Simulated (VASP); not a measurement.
# YGeF5 (F-43m) in VASP: notebook

YGeF5 is run at these levels: PBE; tasks: single point, relaxation of cell and atoms.

Everything below comes from runs of VASP 6.6.1. Logs are shortened: lines on timing, memory, paths and dates and some standing lists are left out, and cuts for length are marked.

## (1) The cell of the first run

Symmetry: F-43m, No. 216, cubic system. Conventional cell: a = 9.899 Å, b = 9.899 Å, c = 9.899 Å, α = 90.00°, β = 90.00°, γ = 90.00°. Y (site symmetry -43m) has 18 F at 4.05 to 4.95 Å and 4 Ge at 4.29 Å within 5.3 Å. Ge (site symmetry -43m) has 4 F at 1.73 Å within 2.3 Å. F (site symmetry 3m) has 1 Ge at 1.73 Å within 2.3 Å. Within 3.4 Å of F (site symmetry -43m) lie 4 F at 2.56 Å.

## (2) Single point, PBE

INCAR

```
  ALGO = Normal
  EDIFF = 1E-7
  ENCUT = 520
  GGA = PE
  ISIF = 2
  ISMEAR = 0
  LASPH = T
  LCHARG = F
  LREAL = F
  LWAVE = F
  NBANDS = 39
  NELM = 100
  PREC = Accurate
  SIGMA = 0.01
```

KPOINTS

```
k-points
0
Gamma
  6 6 6
```

POSCAR

```
YGeF5
1.0
    0.0000000000      4.9496704940      4.9496704940
    4.9496704940      0.0000000000      4.9496704940
    4.9496704940      4.9496704940      0.0000000000
Y Ge F
1 1 5
Direct
    0.5000000000      0.5000000000      0.5000000000
    0.7500000000      0.7500000000      0.7500000000
    0.8508609628      0.4474171115      0.8508609628
    0.8508609628      0.8508609628      0.8508609628
    0.4474171115      0.8508609628      0.8508609628
    0.8508609628      0.8508609628      0.4474171115
    0.0000000000      0.0000000000      0.0000000000
```

Potentials or basis: VASP PAW PBE potentials, release 64 (Y_sv, Ge_d, F).

The run is started by

```sh
> cat potpaw_PBE.64/Y_sv/POTCAR potpaw_PBE.64/Ge_d/POTCAR potpaw_PBE.64/F/POTCAR > POTCAR
> mpirun -np 1 vasp_std > vasp.out
```

OUTCAR:

```text
EDIFF = 1E-7
   ENCUT = 520
   GGA = PE
   ISIF = 2
   ISMEAR = 0
   LASPH = T
   LREAL = F
   NELM = 100
   PREC = Accurate

 ion  position               nearest neighbor table
   1  0.500  0.500  0.500-
   2  0.750  0.750  0.750-   4 1.73   3 1.73   5 1.73   6 1.73
   3  0.851  0.447  0.851-   2 1.73
   4  0.851  0.851  0.851-   2 1.73
   5  0.447  0.851  0.851-   2 1.73
   6  0.851  0.851  0.447-   2 1.73
   7  0.000  0.000  0.000-

  LATTYP: Found a face centered cubic cell.
 ALAT       =     9.8993409880

  Lattice vectors:

 A1 = (   0.0000000000,   4.9496704940,   4.9496704940)
 A2 = (   4.9496704940,   0.0000000000,   4.9496704940)
 A3 = (   4.9496704940,   4.9496704940,   0.0000000000)

Analysis of symmetry for initial positions (statically):
=====================================================================
 Subroutine PRICEL returns:
 Original cell was already a primitive cell.

 Routine SETGRP: Setting up the symmetry group for a
 face centered cubic supercell.

 Subroutine GETGRP returns: Found 24 space group operations
 (whereof 24 operations were pure point group operations)
 out of a pool of 48 trial point group operations.

The static configuration has the point symmetry T_d .

Analysis of symmetry for dynamics (positions and initial velocities):
=====================================================================
 Subroutine PRICEL returns:
 Original cell was already a primitive cell.

 Routine SETGRP: Setting up the symmetry group for a
 face centered cubic supercell.

 Subroutine GETGRP returns: Found 24 space group operations
 (whereof 24 operations were pure point group operations)
 out of a pool of 48 trial point group operations.

The dynamic configuration has the point symmetry T_d .

 Subroutine INISYM returns: Found 24 space group operations
 (whereof 24 operations are pure point group operations),
 and found     1 'primitive' translations

----------------------------------------------------------------------------------------

                                     Primitive cell

  volume of cell :     242.5263

  direct lattice vectors                    reciprocal lattice vectors
     0.000000000  4.949670494  4.949670494    -0.101016825  0.101016825  0.101016825
     4.949670494  0.000000000  4.949670494     0.101016825 -0.101016825  0.101016825
     4.949670494  4.949670494  0.000000000     0.101016825  0.101016825 -0.101016825

  length of vectors
     6.999891142  6.999891142  6.999891142     0.174966274  0.174966274  0.174966274

  position of ions in fractional coordinates (direct lattice)
     0.500000000  0.500000000  0.500000000
     0.750000000  0.750000000  0.750000000
     0.850860963  0.447417112  0.850860963
     0.850860963  0.850860963  0.850860963
     0.447417112  0.850860963  0.850860963
     0.850860963  0.850860963  0.447417112
     0.000000000  0.000000000  0.000000000

  ion indices of the primitive-cell ions
   primitive index   ion index
                 1           1
                 2           2
                 3           3
                 4           4
                 5           5
                 6           6
                 7           7

----------------------------------------------------------------------------------------

 KPOINTS: k-points

Automatic generation of k-mesh.
 Grid dimensions read from file:
 generate k-points for:    6    6    6

 Generating k-lattice:

  Cartesian coordinates                     Fractional coordinates (reciprocal lattice)
    -0.016836138  0.016836138  0.016836138     0.166666667  0.000000000  0.000000000
     0.016836138 -0.016836138  0.016836138     0.000000000  0.166666667  0.000000000
     0.016836138  0.016836138 -0.016836138     0.000000000  0.000000000  0.166666667

  Length of vectors
     0.029161046  0.029161046  0.029161046

  Shift w.r.t. Gamma in fractional coordinates (k-lattice)
     0.000000000  0.000000000  0.000000000

 Subroutine IBZKPT returns following result:
 ===========================================

 Found     16 irreducible k-points:

 Following reciprocal coordinates:
            Coordinates               Weight
  0.000000  0.000000  0.000000      1.000000
  0.166667  0.000000  0.000000      8.000000
  0.333333  0.000000  0.000000      8.000000
  0.500000  0.000000  0.000000      4.000000
  0.166667  0.166667  0.000000      6.000000
  0.333333  0.166667  0.000000     24.000000
[... 8 lines left out ...]
 -0.333333  0.333333  0.166667     24.000000
 -0.333333  0.500000  0.166667     12.000000
   k-points           NKPTS =     16   k-points in BZ     NKDIM =     16   number of bands    NBANDS=     39
   number of dos      NEDOS =    301   number of ions     NIONS =      7
   total plane-waves  NPLWV = 157464
   dimension x,y,z NGX =    54 NGY =   54 NGZ =   54
   dimension x,y,z NGXF=   108 NGYF=  108 NGZF=  108
   ions per type =               1   1   5
   NGX,Y,Z   is equivalent  to a cutoff of  12.82, 12.82, 12.82 a.u.
   NGXF,Y,Z  is equivalent  to a cutoff of  25.65, 25.65, 25.65 a.u.
 SYSTEM =  unknown system
   PREC   = accura    normal or accurate (medium, high low for compatibility)
   ISTART =      0    job   : 0-new  1-cont  2-samecut
   ICHARG =      2    charge: 1-file 2-atom 10-const
   ISPIN  =      1    spin polarized calculation?
   LNONCOLLINEAR =      F non collinear calculations
   LSORBIT =      F    spin-orbit coupling
   LASPH  =      T    aspherical Exc in radial PAW
   ENCUT  =  520.0 eV  38.22 Ry    6.18 a.u.  13.02 13.02 13.02*2*pi/ulx,y,z
   NELM   =    100;   NELMIN=  2; NELMDL= -5     # of ELM steps
   EDIFF  = 0.1E-06   stopping-criterion for ELM
   LREAL  =      F    real-space projection
   EDIFFG = 0.1E-05   stopping-criterion for IOM
   NSW    =      0    number of steps for IOM
   IBRION =     -1    ionic relax: 0-MD 1-quasi-New 2-CG
   NFREE  =      0    steps in history (QN), initial steepest desc. (CG)
   ISIF   =      2    stress and relaxation
   ISYM   =      2    0-nonsym 1-usesym 2-fastsym
   POTIM  = 0.5000    time-step for ionic-motion
   TEBEG  =    0.0;   TEEND  =   0.0 temperature during run
   PSTRESS=    0.0 pullay stress
   NELECT =      60.0000    total number of electrons
   NUPDOWN=      -1.0000    fix difference up-down
   EMIN   =  10.00;   EMAX   =-10.00  energy-range for DOS
   EFERMI =   0.00;   METHOD = LEGACY
   ISMEAR =     0;   SIGMA  =   0.01  broadening in eV -4-tet -1-fermi 0-gaus
   EFERMI_NEDOS =   21; number of points for ismear=-14 and -15
   IALGO  =     38    algorithm
   IMIX   =      4    mixing-type and parameters
     AMIX     =   0.40;   BMIX     =  1.00
     AMIX_MAG =   1.60;   BMIX_MAG =  1.00
  volume/ion in A,a.u.               =      34.65       233.81
  Fermi-wavevector in a.u.,A,eV,Ry     =   1.027714  1.942098 14.370421  1.056196
  Thomas-Fermi vector in A             =   2.161673
   LORBIT       =      0    0 simple, 1 ext, 2 COOP (PROOUT), +10 PAW based schemes
   GGA     = PE    functional components
   LHFCALC =     F    Hartree Fock is set to
   AEXX    =    0.0000 exact exchange contribution
   IVDW    =     0    specifies the selected vdW correction
   LEPSILON=     F    determine dielectric tensor
   LRPA    =     F    only Hartree local field effects (RPA)
 non-spin polarized calculation
 Gauss-broadening in eV      SIGMA  =   0.01
  energy-cutoff  :      520.00
  volume of cell :      242.53
 maximum number of plane-waves:      6574
 NGX is ok and might be reduce to    54
   NGX = 25   NGY = 25   NGZ = 25

 number of electron      59.9999976 magnetization

 Free energy of the ion-electron system (eV)
  ---------------------------------------------------
  ext. energy  EPLUGINS =         0.00000000
  ---------------------------------------------------
  free energy    TOTEN  =       -28.36464192 eV

  energy without entropy =      -28.36464192  energy(sigma->0) =      -28.36464192

 E-fermi :  -1.6096     XC(G=0):  -5.8780

 val. band max:       -1.6465332068   @ k =   0.5000   0.0000   0.0000
 cond. band min:      -1.5731694185   @ k =   0.5000   0.5000   0.0000
 fundamental gap:      0.0733637882
 Fermi energy:        -1.6096388937

 k-point     1 :       0.0000    0.0000    0.0000
  band No.  band energies     occupation
      1     -48.1306      2.00000
      2     -28.4727      2.00000
      3     -28.4727      2.00000
      4     -28.4727      2.00000
      5     -27.8637      2.00000
      6     -27.8637      2.00000
[... 31 lines left out ...]
     38       2.0706      0.00000
     39       2.0706      0.00000

 k-point     2 :       0.1667    0.0000    0.0000
  band No.  band energies     occupation
      1     -48.1306      2.00000
      2     -28.4729      2.00000
      3     -28.4728      2.00000
      4     -28.4728      2.00000
      5     -27.8638      2.00000
      6     -27.8638      2.00000
[... 31 lines left out ...]
     38       2.0300      0.00000
     39       2.0300      0.00000

 k-point     3 :       0.3333    0.0000    0.0000
  band No.  band energies     occupation
      1     -48.1306      2.00000
      2     -28.4730      2.00000
      3     -28.4727      2.00000
      4     -28.4727      2.00000
      5     -27.8639      2.00000
      6     -27.8638      2.00000
[... 31 lines left out ...]
     38       1.9547      0.00000
     39       1.9547      0.00000

 k-point     4 :       0.5000    0.0000    0.0000
  band No.  band energies     occupation
      1     -48.1306      2.00000
      2     -28.4731      2.00000
      3     -28.4728      2.00000
      4     -28.4728      2.00000
      5     -27.8640      2.00000
      6     -27.8638      2.00000
[... 31 lines left out ...]
     38       1.9195      0.00000
     39       1.9195      0.00000
[... 418 lines left out ...]
     38       1.7832      0.00000
     39       2.2052      0.00000

 k-point    15 :      -0.3333    0.3333    0.1667
  band No.  band energies     occupation
      1     -48.1306      2.00000
      2     -28.4732      2.00000
      3     -28.4728      2.00000
      4     -28.4727      2.00000
      5     -27.8640      2.00000
      6     -27.8638      2.00000
[... 31 lines left out ...]
     38       1.7168      0.00000
     39       2.2876      0.00000

 k-point    16 :      -0.3333    0.5000    0.1667
  band No.  band energies     occupation
      1     -48.1306      2.00000
      2     -28.4733      2.00000
      3     -28.4728      2.00000
      4     -28.4728      2.00000
      5     -27.8640      2.00000
      6     -27.8638      2.00000
[... 31 lines left out ...]
     38       1.6023      0.00000
     39       2.2612      0.00000

------------------------ aborting loop because EDIFF is reached ----------------------------------------

  FORCE on cell =-STRESS in cart. coord.  units (eV):
  Direction    XX          YY          ZZ          XY          YZ          ZX
  --------------------------------------------------------------------------------------
  -------------------------------------------------------------------------------------
  Total        0.1430863      0.1430863      0.1430863      0.0000000      0.0000000      0.0000000
  in kB        0.9452569      0.9452569      0.9452569      0.0000000      0.0000000      0.0000000
  external PRESSURE =       0.9452569 kB  Pullay stress =       0.0000000 kB

 VOLUME and BASIS-vectors are now :
 -----------------------------------------------------------------------------
  energy-cutoff  :      520.00
  volume of cell :      242.53
      direct lattice vectors                 reciprocal lattice vectors
     0.000000000  4.949670494  4.949670494    -0.101016825  0.101016825  0.101016825
     4.949670494  0.000000000  4.949670494     0.101016825 -0.101016825  0.101016825
     4.949670494  4.949670494  0.000000000     0.101016825  0.101016825 -0.101016825

 POSITION                                       TOTAL-FORCE (eV/Angst)
 -----------------------------------------------------------------------------------
      4.94967      4.94967      4.94967         0.000000      0.000000      0.000000
      7.42451      7.42451      7.42451        -0.000000      0.000000      0.000000
      6.42605      8.42296      6.42605        -0.066784      0.066784     -0.066784
      8.42296      8.42296      8.42296         0.066784      0.066784      0.066784
      8.42296      6.42605      6.42605         0.066784     -0.066784     -0.066784
      6.42605      6.42605      8.42296        -0.066784     -0.066784      0.066784
      0.00000      0.00000      0.00000         0.000000     -0.000000      0.000000
 -----------------------------------------------------------------------------------
    total drift:                                0.000009      0.000009      0.000009

  FREE ENERGIE OF THE ION-ELECTRON SYSTEM (eV)
  ---------------------------------------------------
  free  energy   TOTEN  =       -28.3646419241 eV

  energy  without entropy=      -28.3646419238  energy(sigma->0) =      -28.36464192
```

Run time: 20 min. Hardware: 1 thread of AMD EPYC, shared host; peak memory 0.47 GiB.

What came out:

```yaml
Free_energy: -28.3646 eV
Pressure: 0.1 GPa
Largest_force: 0.116 eV/Å
Band_gap_on_the_k_mesh: 0.07 eV, indirect (least direct gap 0.13 eV)
```

Forces in eV/Å, atoms in the order of the input:
```
Y    0.000  0.000  0.000
Ge   0.000  0.000  0.000
F   -0.067  0.067 -0.067
F    0.067  0.067  0.067
F    0.067 -0.067 -0.067
F   -0.067 -0.067  0.067
F    0.000  0.000  0.000
```

[end of part 1 of 2]
